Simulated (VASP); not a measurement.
# Ge (P6_3/mmc) in VASP: further runs

Ge is run at these levels: PBEsol; tasks: single point.

Program: VASP 6.6.1. These are calculated values, not measurements. Logs are shortened: lines on timing, memory, paths and dates and some standing lists are left out, and cuts for length are marked.

## 1. The cell of the first run

The structure is hexagonal, space group P6_3/mmc (No. 194). The conventional cell has a = 4.110 Å, b = 4.110 Å, c = 6.240 Å, α = 90.00°, β = 90.00°, γ = 120.00°. Within 3.1 Å of Ge (site symmetry 3m) lie 4 Ge at 2.33 to 2.50 Å.

## 2. Single point, PBEsol

Input file INCAR:

```
ALGO = Normal
EDIFF = 1E-6
ENCUT = 520
GGA = PS
ISIF = 2
ISMEAR = 0
LASPH = True
LCHARG = False
LREAL = False
LWAVE = False
NBANDS = 36
NELM = 60
PREC = Accurate
SIGMA = 0.15
```

Input file KPOINTS:

```
k-points
0
Gamma
  18 18 8
```

Input file POSCAR:

```
Ge
1.0
    4.1096172956      0.0000000000      0.0000000000
   -2.0548086478      3.5590329779      0.0000000000
    0.0000000000      0.0000000000      6.2396932493
Ge
4
Direct
    0.6666666667      0.3333333333      0.0629118567
    0.3333333333      0.6666666667      0.5629118567
    0.6666666667      0.3333333333      0.4370881433
    0.3333333333      0.6666666667      0.9370881433
```

Potentials or basis: VASP PAW PBE potentials, release 64 (Ge_d).

Run with:

```
$ cat potpaw_PBE.64/Ge_d/POTCAR > POTCAR
$ mpirun -np 1 vasp_std > vasp.out
```

OUTCAR:

```text
EDIFF = 1E-6
   ENCUT = 520
   GGA = PS
   ISIF = 2
   ISMEAR = 0
   LASPH = True
   LREAL = False
   NELM = 60
   PREC = Accurate

 ion  position               nearest neighbor table
   1  0.667  0.333  0.063-   3 2.33   4 2.50   4 2.50   4 2.50
   2  0.333  0.667  0.563-   4 2.33   3 2.50   3 2.50   3 2.50
   3  0.667  0.333  0.437-   1 2.33   2 2.50   2 2.50   2 2.50
   4  0.333  0.667  0.937-   2 2.33   1 2.50   1 2.50   1 2.50

  LATTYP: Found a hexagonal cell.
 ALAT       =     4.1096172956
 C/A-ratio  =     1.5183149185

  Lattice vectors:

 A1 = (   4.1096172956,   0.0000000000,   0.0000000000)
 A2 = (  -2.0548086478,   3.5590329779,   0.0000000000)
 A3 = (   0.0000000000,   0.0000000000,   6.2396932493)

Analysis of symmetry for initial positions (statically):
=====================================================================
 Subroutine PRICEL returns:
 Original cell was already a primitive cell.

 Routine SETGRP: Setting up the symmetry group for a
 hexagonal supercell.

 Subroutine GETGRP returns: Found 24 space group operations
 (whereof 12 operations were pure point group operations)
 out of a pool of 24 trial point group operations.

The static configuration has the point symmetry D_3d.
 The point group associated with its full space group is D_6h.

Analysis of symmetry for dynamics (positions and initial velocities):
=====================================================================
 Subroutine PRICEL returns:
 Original cell was already a primitive cell.

 Routine SETGRP: Setting up the symmetry group for a
 hexagonal supercell.

 Subroutine GETGRP returns: Found 24 space group operations
 (whereof 12 operations were pure point group operations)
 out of a pool of 24 trial point group operations.

The dynamic configuration has the point symmetry D_3d.
 The point group associated with its full space group is D_6h.

 Subroutine INISYM returns: Found 24 space group operations
 (whereof 12 operations are pure point group operations),
 and found     1 'primitive' translations

----------------------------------------------------------------------------------------

                                     Primitive cell

  volume of cell :      91.2634

  direct lattice vectors                    reciprocal lattice vectors
     4.109617296  0.000000000  0.000000000     0.243331660  0.140487600  0.000000000
    -2.054808648  3.559032978  0.000000000     0.000000000  0.280975199  0.000000000
     0.000000000  0.000000000  6.239693249     0.000000000  0.000000000  0.160264289

  length of vectors
     4.109617296  4.109617296  6.239693249     0.280975199  0.280975199  0.160264289

  position of ions in fractional coordinates (direct lattice)
     0.666666667  0.333333333  0.062911857
     0.333333333  0.666666667  0.562911857
     0.666666667  0.333333333  0.437088143
     0.333333333  0.666666667  0.937088143

  ion indices of the primitive-cell ions
   primitive index   ion index
                 1           1
                 2           2
                 3           3
                 4           4

----------------------------------------------------------------------------------------

 KPOINTS: k-points

Automatic generation of k-mesh.
 Grid dimensions read from file:
 generate k-points for:   18   18    8

 Generating k-lattice:

  Cartesian coordinates                     Fractional coordinates (reciprocal lattice)
     0.013518426  0.007804867  0.000000000     0.055555556  0.000000000  0.000000000
     0.000000000  0.015609733  0.000000000     0.000000000  0.055555556  0.000000000
     0.000000000  0.000000000  0.020033036     0.000000000  0.000000000  0.125000000

  Length of vectors
     0.015609733  0.015609733  0.020033036

  Shift w.r.t. Gamma in fractional coordinates (k-lattice)
     0.000000000  0.000000000  0.000000000

 Subroutine IBZKPT returns following result:
 ===========================================

 Found    185 irreducible k-points:

 Following reciprocal coordinates:
            Coordinates               Weight
  0.000000  0.000000  0.000000      1.000000
  0.055556  0.000000  0.000000      6.000000
  0.111111  0.000000  0.000000      6.000000
  0.166667  0.000000  0.000000      6.000000
  0.222222  0.000000  0.000000      6.000000
  0.277778  0.000000  0.000000      6.000000
[... 16 lines left out ...]
  0.333333  0.111111  0.000000     12.000000
  0.388889  0.111111  0.000000     12.000000
 [... further k-points ...]
   k-points           NKPTS =    185   k-points in BZ     NKDIM =    185   number of bands    NBANDS=     36
   number of dos      NEDOS =    301   number of ions     NIONS =      4
   total plane-waves  NPLWV =  49152
   dimension x,y,z NGX =    32 NGY =   32 NGZ =   48
   dimension x,y,z NGXF=    64 NGYF=   64 NGZF=   96
   ions per type =               4
   NGX,Y,Z   is equivalent  to a cutoff of  12.94, 12.94, 12.79 a.u.
   NGXF,Y,Z  is equivalent  to a cutoff of  25.89, 25.89, 25.58 a.u.
 SYSTEM =  unknown system
   PREC   = accura    normal or accurate (medium, high low for compatibility)
   ISTART =      0    job   : 0-new  1-cont  2-samecut
   ICHARG =      2    charge: 1-file 2-atom 10-const
   ISPIN  =      1    spin polarized calculation?
   LNONCOLLINEAR =      F non collinear calculations
   LSORBIT =      F    spin-orbit coupling
   LASPH  =      T    aspherical Exc in radial PAW
   ENCUT  =  520.0 eV  38.22 Ry    6.18 a.u.   7.64  7.64 11.60*2*pi/ulx,y,z
   NELM   =     60;   NELMIN=  2; NELMDL= -5     # of ELM steps
   EDIFF  = 0.1E-05   stopping-criterion for ELM
   LREAL  =      F    real-space projection
   EDIFFG = 0.1E-04   stopping-criterion for IOM
   NSW    =      0    number of steps for IOM
   IBRION =     -1    ionic relax: 0-MD 1-quasi-New 2-CG
   NFREE  =      0    steps in history (QN), initial steepest desc. (CG)
   ISIF   =      2    stress and relaxation
   ISYM   =      2    0-nonsym 1-usesym 2-fastsym
   POTIM  = 0.5000    time-step for ionic-motion
   TEBEG  =    0.0;   TEEND  =   0.0 temperature during run
   PSTRESS=    0.0 pullay stress
   NELECT =      56.0000    total number of electrons
   NUPDOWN=      -1.0000    fix difference up-down
   EMIN   =  10.00;   EMAX   =-10.00  energy-range for DOS
   EFERMI =   0.00;   METHOD = LEGACY
   ISMEAR =     0;   SIGMA  =   0.15  broadening in eV -4-tet -1-fermi 0-gaus
   EFERMI_NEDOS =   21; number of points for ismear=-14 and -15
   IALGO  =     38    algorithm
   IMIX   =      4    mixing-type and parameters
     AMIX     =   0.40;   BMIX     =  1.00
     AMIX_MAG =   1.60;   BMIX_MAG =  1.00
  volume/ion in A,a.u.               =      22.82       153.97
  Fermi-wavevector in a.u.,A,eV,Ry     =   1.391144  2.628880 26.331090  1.935281
  Thomas-Fermi vector in A             =   2.515011
   LORBIT       =      0    0 simple, 1 ext, 2 COOP (PROOUT), +10 PAW based schemes
   GGA     = PS    functional components
   LHFCALC =     F    Hartree Fock is set to
   AEXX    =    0.0000 exact exchange contribution
   IVDW    =     0    specifies the selected vdW correction
   LEPSILON=     F    determine dielectric tensor
   LRPA    =     F    only Hartree local field effects (RPA)
 non-spin polarized calculation
 Gauss-broadening in eV      SIGMA  =   0.15
  energy-cutoff  :      520.00
  volume of cell :       91.26
 maximum number of plane-waves:      2496
 NGX is ok and might be reduce to    32

 number of electron      56.0000050 magnetization

 Free energy of the ion-electron system (eV)
  ---------------------------------------------------
  ext. energy  EPLUGINS =         0.00000000
  ---------------------------------------------------
  free energy    TOTEN  =       -19.43637873 eV

  energy without entropy =      -19.43389682  energy(sigma->0) =      -19.43513777

 E-fermi :   4.7423     XC(G=0): -10.0780

 val. band max:        4.6779533330   @ k =   0.0556   0.0000   0.1250
 cond. band min:       4.7741229200   @ k =   0.1111   0.0000   0.0000
 fundamental gap:      0.0961695870
 Fermi energy:         4.7422918121

 k-point     1 :       0.0000    0.0000    0.0000
  band No.  band energies     occupation
      1     -20.0397      2.00000
      2     -20.0116      2.00000
      3     -19.9927      2.00000
      4     -19.9927      2.00000
      5     -19.9497      2.00000
      6     -19.9497      2.00000
[... 28 lines left out ...]
     35       9.4283      0.00000
     36      10.5873      0.00000

 k-point     2 :       0.0556    0.0000    0.0000
  band No.  band energies     occupation
      1     -20.0403      2.00000
      2     -20.0174      2.00000
      3     -19.9934      2.00000
      4     -19.9865      2.00000
      5     -19.9483      2.00000
      6     -19.9477      2.00000
[... 28 lines left out ...]
     35       9.5589      0.00000
     36      10.7144      0.00000

 k-point     3 :       0.1111    0.0000    0.0000
  band No.  band energies     occupation
      1     -20.0422      2.00000
      2     -20.0269      2.00000
      3     -19.9953      2.00000
      4     -19.9761      2.00000
      5     -19.9447      2.00000
      6     -19.9418      2.00000
[... 28 lines left out ...]
     35       9.9259      0.00000
     36      10.7628      0.00000

 k-point     4 :       0.1667    0.0000    0.0000
  band No.  band energies     occupation
      1     -20.0450      2.00000
      2     -20.0356      2.00000
      3     -19.9975      2.00000
      4     -19.9661      2.00000
      5     -19.9453      2.00000
      6     -19.9397      2.00000
[... 28 lines left out ...]
     35      10.4331      0.00000
     36      10.4756      0.00000

 k-point     5 :       0.2222    0.0000    0.0000
  band No.  band energies     occupation
      1     -20.0485      2.00000
      2     -20.0427      2.00000
      3     -19.9995      2.00000
      4     -19.9571      2.00000
      5     -19.9504      2.00000
      6     -19.9361      2.00000
[... 655 lines left out ...]
 k-point    22 :       0.2778    0.1111    0.0000
  band No.  band energies     occupation
      1     -20.0559      2.00000
      2     -20.0531      2.00000
      3     -20.0054      2.00000
      4     -19.9659      2.00000
      5     -19.9373      2.00000
      6     -19.9229      2.00000
[... 28 lines left out ...]
     35      11.2566      0.00000
     36      12.2727      0.00000

 k-point    23 :       0.3333    0.1111    0.0000
  band No.  band energies     occupation
      1     -20.0583      2.00000
      2     -20.0554      2.00000
      3     -20.0066      2.00000
      4     -19.9694      2.00000
      5     -19.9292      2.00000
      6     -19.9183      2.00000
[... 28 lines left out ...]
     35      11.8712      0.00000
     36      12.6013      0.00000

 k-point    24 :       0.3889    0.1111    0.0000
  band No.  band energies     occupation
      1     -20.0596      2.00000
      2     -20.0569      2.00000
      3     -20.0073      2.00000
      4     -19.9714      2.00000
      5     -19.9222      2.00000
      6     -19.9146      2.00000
[... 28 lines left out ...]
     35      11.9841      0.00000
     36      12.8796      0.00000

 [... further k-points ...]
[... 5 lines left out ...]
  --------------------------------------------------------------------------------------
  -------------------------------------------------------------------------------------
  Total       -2.5658281     -2.5658281      6.7219400     -0.0000000      0.0000000     -0.0000000
  in kB      -45.0444727    -45.0444727    118.0072207     -0.0000000      0.0000000     -0.0000000
  external PRESSURE =       9.3060918 kB  Pullay stress =       0.0000000 kB

 VOLUME and BASIS-vectors are now :
 -----------------------------------------------------------------------------
  energy-cutoff  :      520.00
  volume of cell :       91.26
      direct lattice vectors                 reciprocal lattice vectors
     4.109617296  0.000000000  0.000000000     0.243331660  0.140487600  0.000000000
    -2.054808648  3.559032978  0.000000000     0.000000000  0.280975199  0.000000000
     0.000000000  0.000000000  6.239693249     0.000000000  0.000000000  0.160264289

 POSITION                                       TOTAL-FORCE (eV/Angst)
 -----------------------------------------------------------------------------------
      2.05481      1.18634      0.39255         0.000000      0.000000     -1.030379
     -0.00000      2.37269      3.51240        -0.000000      0.000000     -1.030379
      2.05481      1.18634      2.72730         0.000000     -0.000000      1.030379
     -0.00000      2.37269      5.84714        -0.000000      0.000000      1.030379
 -----------------------------------------------------------------------------------
    total drift:                               -0.000000     -0.000000     -0.000000

  FREE ENERGIE OF THE ION-ELECTRON SYSTEM (eV)
  ---------------------------------------------------
  free  energy   TOTEN  =       -19.4363787265 eV

  energy  without entropy=      -19.4338968163  energy(sigma->0) =      -19.43513777
```

It took 3.2 min on 1 thread of Intel Xeon Platinum 8559C (Emerald Rapids), shared host; peak memory 0.52 GiB.

Results:

```
Free energy            : -19.4364 eV
Pressure               : 0.9 GPa
Largest force          : 1.030 eV/Å
Band gap on the k mesh : zero (band 28 reaches 4.85 eV, above the bottom of band 29 at 4.49 eV)
```

Forces on the atoms (eV/Å):
```
Ge   0.000  0.000 -1.030
Ge   0.000  0.000 -1.030
Ge   0.000  0.000  1.030
Ge   0.000  0.000  1.030
```

Levels at points of the mesh, in eV from the Fermi level:
```
           k point  band 25  band 26  band 27  band 28  band 29  band 30  band 31  band 32
(0.00, 0.00, 0.00)    -1.82    -0.78    -0.10     0.09     0.28     0.28     1.86     1.86
(0.50, 0.00, 0.00)    -4.64    -3.27    -2.89    -1.15     0.18     1.93     3.42     3.72
(0.00, 0.00, 0.50)    -1.05    -1.05    -1.05    -1.05     0.30     0.30     3.20     3.20
(0.50, 0.00, 0.50)    -2.45    -2.45    -2.21    -2.21     0.61     0.61     2.46     2.46
```

Caveat: the PAW data sets were made with another functional, which shifts forces and pressure a little.

## 3. Single point, PBEsol

This run uses another cell than the first one, of the same volume but with other edges.

Input file INCAR:

```
PREC = Accurate
ENCUT = 520
EDIFF = 1E-6
ISMEAR = 0
SIGMA = 0.15
LREAL = F
LASPH = T
NELM = 100
ALGO = Normal
ISIF = 2
LWAVE = F
LCHARG = F
GGA = PS
NBANDS = 36
```

Input file KPOINTS:

```
regular mesh
0
Gamma
  18 18 8
```

Input file POSCAR:

```
Ge
1.0
    3.8719799035      0.0000000000      0.0000000000
   -1.9359899517      3.3532329593      0.0000000000
    0.0000000000      0.0000000000      7.0291014529
Ge
4
Direct
    0.6666666667      0.3333333333      0.0629118567
    0.3333333333      0.6666666667      0.5629118567
    0.6666666667      0.3333333333      0.4370881433
    0.3333333333      0.6666666667      0.9370881433
```

Potentials or basis: VASP PAW PBE potentials, release 64 (Ge_d).

Run with:

```
$ cat potpaw_PBE.64/Ge_d/POTCAR > POTCAR
$ mpirun -np 1 vasp_std > vasp.out
```

OUTCAR:

```text
PREC = Accurate
   ENCUT = 520
   EDIFF = 1E-6
   ISMEAR = 0
   LREAL = F
   LASPH = T
   NELM = 100
   ISIF = 2
   GGA = PS

 ion  position               nearest neighbor table
   1  0.667  0.333  0.063-   4 2.40   4 2.40   4 2.40   3 2.63
   2  0.333  0.667  0.563-   3 2.40   3 2.40   3 2.40   4 2.63
   3  0.667  0.333  0.437-   2 2.40   2 2.40   2 2.40   1 2.63
   4  0.333  0.667  0.937-   1 2.40   1 2.40   1 2.40   2 2.63

  LATTYP: Found a hexagonal cell.
 ALAT       =     3.8719799035
[... 1129 lines left out ...]
     35      11.5003      0.00000
     36      12.8839      0.00000

 [... further k-points ...]
[... 5 lines left out ...]
  --------------------------------------------------------------------------------------
  -------------------------------------------------------------------------------------
  Total        3.2872775      3.2872775     -4.9417218      0.0000000      0.0000000      0.0000000
  in kB       57.7098986     57.7098986    -86.7545462      0.0000000      0.0000000      0.0000000
  external PRESSURE =       9.5550836 kB  Pullay stress =       0.0000000 kB

 VOLUME and BASIS-vectors are now :
 -----------------------------------------------------------------------------
  energy-cutoff  :      520.00
  volume of cell :       91.26
      direct lattice vectors                 reciprocal lattice vectors
     3.871979904  0.000000000  0.000000000     0.258265803  0.149109831  0.000000000
    -1.935989952  3.353232959  0.000000000     0.000000000  0.298219662  0.000000000
     0.000000000  0.000000000  7.029101453     0.000000000  0.000000000  0.142265695

 POSITION                                       TOTAL-FORCE (eV/Angst)
 -----------------------------------------------------------------------------------
      1.93599      1.11774      0.44221         0.000000      0.000000      0.632503
     -0.00000      2.23549      3.95676         0.000000     -0.000000      0.632503
      1.93599      1.11774      3.07234        -0.000000      0.000000     -0.632503
     -0.00000      2.23549      6.58689        -0.000000     -0.000000     -0.632503
 -----------------------------------------------------------------------------------
    total drift:                               -0.000000      0.000000      0.000000

  FREE ENERGIE OF THE ION-ELECTRON SYSTEM (eV)
  ---------------------------------------------------
  free  energy   TOTEN  =       -19.4119664828 eV

  energy  without entropy=      -19.4088885116  energy(sigma->0) =      -19.41042750
```

Wall time 4.3 min (1 thread of Intel Xeon Platinum 8559C (Emerald Rapids), shared host); peak memory 0.51 GiB.

What came out:

- Free energy: -19.4120 eV
- Pressure: 1.0 GPa
- Largest force: 0.633 eV/Å
- Band gap on the k mesh: zero (band 28 reaches 4.99 eV, above the bottom of band 29 at 4.79 eV)

Forces on the atoms (eV/Å):
```
Ge   0.000  0.000  0.633
Ge   0.000  0.000  0.633
Ge   0.000  0.000 -0.633
Ge   0.000  0.000 -0.633
```

Caveat: the PAW data sets were made with another functional, which shifts forces and pressure a little.
